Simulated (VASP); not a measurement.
# BN (Fmm2) in VASP: further runs, part 3 of 3

VASP 6.6.1.

## 5. Single point, PBE+D3(BJ)

This run uses another cell than the first one, of the same volume but with other edges.

Input file INCAR:

```
SYSTEM = BN
PREC = Accurate
ENCUT = 600
EDIFF = 1E-6
ISMEAR = 0
SIGMA = 0.05
LREAL = .False.
LASPH = .True.
NELM = 120
ALGO = Normal
ISIF = 2
LWAVE = .False.
LCHARG = .False.
GGA = PE
IVDW = 12
NBANDS = 11
GGA_COMPAT = .False.
```

Input file KPOINTS:

```
regular mesh
0
Gamma
  12 12 12
  0 0 0
```

Input file POSCAR:

```
BN
1.0
    0.0000000000      3.5381625789      2.3852282867
    1.0530034306      0.0000000000      2.3852282867
    1.0530034306      3.5381625789      0.0000000000
B N
1 1
Direct
   -0.0080978865     -0.0080978865      1.0080978865
    0.6747978765      0.6747978765      0.3252021235
```

Potentials or basis: VASP PAW PBE potentials, release 64 (B, N).

Command:

```bash
cat potpaw_PBE.64/B/POTCAR potpaw_PBE.64/N/POTCAR > POTCAR
mpirun -np 1 vasp_std > vasp.out
```

OUTCAR:

```text
SYSTEM = BN
   PREC = Accurate
   ENCUT = 600
   EDIFF = 1E-6
   ISMEAR = 0
   LREAL = .False.
   LASPH = .True.
   NELM = 120
   ISIF = 2
   GGA = PE
   IVDW = 12
 IVDW          = 12

 ion  position               nearest neighbor table
   1  0.992  0.992  0.008-   2 1.37   2 1.37   2 1.51
   2  0.675  0.675  0.325-   1 1.37   1 1.37   1 1.51

  LATTYP: Found a face centered orthorhombic cell.
 ALAT       =     2.1060068612
 B/A-ratio  =     2.2651666817
 C/A-ratio  =     3.3600674756

  Lattice vectors:

 A1 = (   0.0000000000,   3.5381625789,   2.3852282867)
 A2 = (  -1.0530034306,   3.5381625789,   0.0000000000)
 A3 = (  -1.0530034306,   0.0000000000,   2.3852282867)

Analysis of symmetry for initial positions (statically):
=====================================================================
 Subroutine PRICEL returns:
 Original cell was already a primitive cell.

 Routine SETGRP: Setting up the symmetry group for a
 face centered orthorhombic supercell.

 Subroutine GETGRP returns: Found  4 space group operations
 (whereof  4 operations were pure point group operations)
 out of a pool of  8 trial point group operations.

The static configuration has the point symmetry C_2v.

Analysis of symmetry for dynamics (positions and initial velocities):
=====================================================================
 Subroutine PRICEL returns:
 Original cell was already a primitive cell.

 Routine SETGRP: Setting up the symmetry group for a
 face centered orthorhombic supercell.

 Subroutine GETGRP returns: Found  4 space group operations
 (whereof  4 operations were pure point group operations)
 out of a pool of  8 trial point group operations.

The dynamic configuration has the point symmetry C_2v.

 Subroutine INISYM returns: Found  4 space group operations
 (whereof  4 operations are pure point group operations),
 and found     1 'primitive' translations

----------------------------------------------------------------------------------------

                                     Primitive cell

  volume of cell :      17.7733

  direct lattice vectors                    reciprocal lattice vectors
     0.000000000  3.538162579  2.385228287    -0.474832261  0.141316287  0.209623541
     1.053003431  0.000000000  2.385228287     0.474832261 -0.141316287  0.209623541
     1.053003431  3.538162579  0.000000000     0.474832261  0.141316287 -0.209623541

  length of vectors
     4.267072581  2.607322421  3.691532292     0.537938657  0.537938657  0.537938657

  position of ions in fractional coordinates (direct lattice)
     0.991902113  0.991902113  0.008097887
     0.674797877  0.674797877  0.325202123

  ion indices of the primitive-cell ions
   primitive index   ion index
                 1           1
                 2           2

----------------------------------------------------------------------------------------

 KPOINTS: regular mesh

Automatic generation of k-mesh.
 Grid dimensions read from file:
 generate k-points for:   12   12   12

 Generating k-lattice:

  Cartesian coordinates                     Fractional coordinates (reciprocal lattice)
    -0.039569355  0.011776357  0.017468628     0.083333333  0.000000000  0.000000000
     0.039569355 -0.011776357  0.017468628     0.000000000  0.083333333  0.000000000
     0.039569355  0.011776357 -0.017468628     0.000000000  0.000000000  0.083333333
[... 40 lines left out ...]
   number of dos      NEDOS =    301   number of ions     NIONS =      2
   total plane-waves  NPLWV =  25920
   dimension x,y,z NGX =    36 NGY =   24 NGZ =   30
   dimension x,y,z NGXF=    72 NGYF=   48 NGZF=   60
   ions per type =               1   1
   NGX,Y,Z   is equivalent  to a cutoff of  14.03, 15.30, 13.51 a.u.
   NGXF,Y,Z  is equivalent  to a cutoff of  28.05, 30.61, 27.02 a.u.
 SYSTEM =  BN
   PREC   = accura    normal or accurate (medium, high low for compatibility)
   ISTART =      0    job   : 0-new  1-cont  2-samecut
   ICHARG =      2    charge: 1-file 2-atom 10-const
   ISPIN  =      1    spin polarized calculation?
   LNONCOLLINEAR =      F non collinear calculations
   LSORBIT =      F    spin-orbit coupling
   LASPH  =      T    aspherical Exc in radial PAW
   ENCUT  =  600.0 eV  44.10 Ry    6.64 a.u.   8.52  5.21  7.37*2*pi/ulx,y,z
   NELM   =    120;   NELMIN=  2; NELMDL= -5     # of ELM steps
   EDIFF  = 0.1E-05   stopping-criterion for ELM
   LREAL  =      F    real-space projection
   EDIFFG = 0.1E-04   stopping-criterion for IOM
   NSW    =      0    number of steps for IOM
   IBRION =     -1    ionic relax: 0-MD 1-quasi-New 2-CG
   NFREE  =      0    steps in history (QN), initial steepest desc. (CG)
   ISIF   =      2    stress and relaxation
   ISYM   =      2    0-nonsym 1-usesym 2-fastsym
   POTIM  = 0.5000    time-step for ionic-motion
   TEBEG  =    0.0;   TEEND  =   0.0 temperature during run
   PSTRESS=    0.0 pullay stress
   NELECT =       8.0000    total number of electrons
   NUPDOWN=      -1.0000    fix difference up-down
   EMIN   =  10.00;   EMAX   =-10.00  energy-range for DOS
   EFERMI =   0.00;   METHOD = LEGACY
   ISMEAR =     0;   SIGMA  =   0.05  broadening in eV -4-tet -1-fermi 0-gaus
   EFERMI_NEDOS =   21; number of points for ismear=-14 and -15
   IALGO  =     38    algorithm
   IMIX   =      4    mixing-type and parameters
     AMIX     =   0.40;   BMIX     =  1.00
     AMIX_MAG =   1.60;   BMIX_MAG =  1.00
  volume/ion in A,a.u.               =       8.89        59.97
  Fermi-wavevector in a.u.,A,eV,Ry     =   1.254630  2.370907 21.416881  1.574096
  Thomas-Fermi vector in A             =   2.388426
   LORBIT       =      0    0 simple, 1 ext, 2 COOP (PROOUT), +10 PAW based schemes
   GGA     = PE    functional components
   LHFCALC =     F    Hartree Fock is set to
   AEXX    =    0.0000 exact exchange contribution
   IVDW    =    12    specifies the selected vdW correction
   LEPSILON=     F    determine dielectric tensor
   LRPA    =     F    only Hartree local field effects (RPA)
 non-spin polarized calculation
 Gauss-broadening in eV      SIGMA  =   0.05
  energy-cutoff  :      600.00
  volume of cell :       17.77
 maximum number of plane-waves:       606
 NGX is ok and might be reduce to    36

 number of electron       8.0000000 magnetization

 Free energy of the ion-electron system (eV)
  ---------------------------------------------------
  ext. energy  EPLUGINS =         0.00000000
  ---------------------------------------------------
  free energy    TOTEN  =       -15.81717312 eV

  energy without entropy =      -15.81717312  energy(sigma->0) =      -15.81717312

 E-fermi :   4.5013     XC(G=0):  -9.9183

 val. band max:        4.3026633900   @ k =   0.0000   0.0000   0.0000
 cond. band min:       4.8441719868   @ k =   0.0000   0.5000   0.5000
 fundamental gap:      0.5415085968
 Fermi energy:         4.5012870922

 k-point     1 :       0.0000    0.0000    0.0000
  band No.  band energies     occupation
      1     -16.1968      2.00000
      2      -2.7137      2.00000
      3      -1.0985      2.00000
      4       4.3027      2.00000
      5       6.6746      0.00000
      6      10.8981      0.00000
      7      15.5592      0.00000
      8      17.5747      0.00000
      9      22.8389      0.00000
     10      27.5732      0.00000
     11      29.3653      0.00000
[... 309 lines left out ...]
 k-point    24 :      -0.4167    0.1667    0.0000
  band No.  band energies     occupation
      1     -11.5557      2.00000
      2      -6.1060      2.00000
      3      -3.8483      2.00000
      4       2.5599      2.00000
      5       8.0468      0.00000
      6      12.7948      0.00000
      7      15.8054      0.00000
      8      17.6893      0.00000
      9      21.6621      0.00000
     10      22.7988      0.00000
     11      26.1868      0.00000

 [... further k-points ...]

------------------------ aborting loop because EDIFF is reached ----------------------------------------

 Edisp (eV)   -0.26634

 E8    (eV) :    -0.0772

  FORCE on cell =-STRESS in cart. coord.  units (eV):
  Direction    XX          YY          ZZ          XY          YZ          ZX
  --------------------------------------------------------------------------------------
  -------------------------------------------------------------------------------------
  Total      17.82410    -0.12260    -6.16404     0.00000     0.00000     0.00000
  in kB    1606.75851   -11.05140  -555.65957     0.00000     0.00000     0.00000
  external pressure =      346.68 kB  Pullay stress =        0.00 kB

 VOLUME and BASIS-vectors are now :
 -----------------------------------------------------------------------------
  energy-cutoff  :      600.00
  volume of cell :       17.77
      direct lattice vectors                 reciprocal lattice vectors
     0.000000000  3.538162579  2.385228287    -0.474832261  0.141316287  0.209623541
     1.053003431  0.000000000  2.385228287     0.474832261 -0.141316287  0.209623541
     1.053003431  3.538162579  0.000000000     0.474832261  0.141316287 -0.209623541

 POSITION                                       TOTAL-FORCE (eV/Angst)
 -----------------------------------------------------------------------------------
      1.05300      3.53816      4.73183         0.000000      0.000000     -0.044684
      1.05300      3.53816      3.21909         0.000000      0.000000      0.044684
 -----------------------------------------------------------------------------------
    total drift:                               -0.000001      0.000004      0.000101

  FREE ENERGIE OF THE ION-ELECTRON SYSTEM (eV)
  ---------------------------------------------------
  free  energy   TOTEN  =       -16.0835150039 eV

  energy  without entropy=      -16.0835150039  energy(sigma->0) =      -16.08351500
```

It took 2.2 min on 1 thread of Intel Xeon 8259CL, shared host; peak memory 0.22 GiB.

What came out:

```
Free energy                : -16.0835 eV
Pressure                   : 34.7 GPa
Largest force              : 0.045 eV/Å
Band gap on the k mesh     : 0.54 eV (least direct gap 2.31 eV)
Dispersion energy per atom : -0.133 eV
```

Forces in eV/Å, atoms in the order of the input:
```
B    0.000  0.000 -0.045
N    0.000  0.000  0.045
```

Stress tensor (GPa, compression positive):
```
160.68   0.00   0.00
  0.00  -1.11   0.00
  0.00   0.00 -55.57
```

Caveat: the cell differs from its parent crystal (strain +e along x and -e along y -0.1100, strain +e along z and -e/2 along x and y +0.1000); the stress differs along the axes, from -56 to 161 GPa; semilocal functionals underestimate gaps, and a narrow one can read as zero. A k mesh can miss the band edges.

## 6. Overview

```tsv
cell	gap on the mesh (eV)	pressure (GPa)	largest force (eV/Å)
a = 4.162, b = 2.713, c = 3.499 Å, angles 83.1, 40.3, 56.6°, 2 atoms, atomic positions A	0.66	17.9	0.04
a = 3.969, b = 2.750, c = 3.298 Å, angles 81.5, 43.3, 55.3°, 2 atoms, atomic positions B	2.04	-11.5	0.04
a = 4.034, b = 2.283, c = 3.833 Å, angles 78.0, 33.6, 68.4°, 2 atoms, atomic positions C	3.66	36.8	0.01
a = 4.267, b = 2.607, c = 3.692 Å, angles 83.4, 37.4, 59.2°, 2 atoms, atomic positions D	0.54	34.7	0.04
```

Alike in all rows: task single point; level PBE+D3(BJ); potentials or basis VASP PAW PBE potentials, release 64 (B, N); no spin polarisation; k mesh 12 × 12 × 12; cutoff (eV) 600; smearing gaussian 0.05 eV.

Caveats: semilocal functionals underestimate gaps, and a narrow one can read as zero (at least some runs); the stress differs along the axes, from -91 to 143 GPa (at least some runs); the stress differs along the axes, from -95 to 55 GPa (at least some runs); the stress differs along the axes, from -14 to 127 GPa (at least some runs); the stress differs along the axes, from -56 to 161 GPa (at least some runs).

Absolute energies hang on the potentials; compare differences alone.
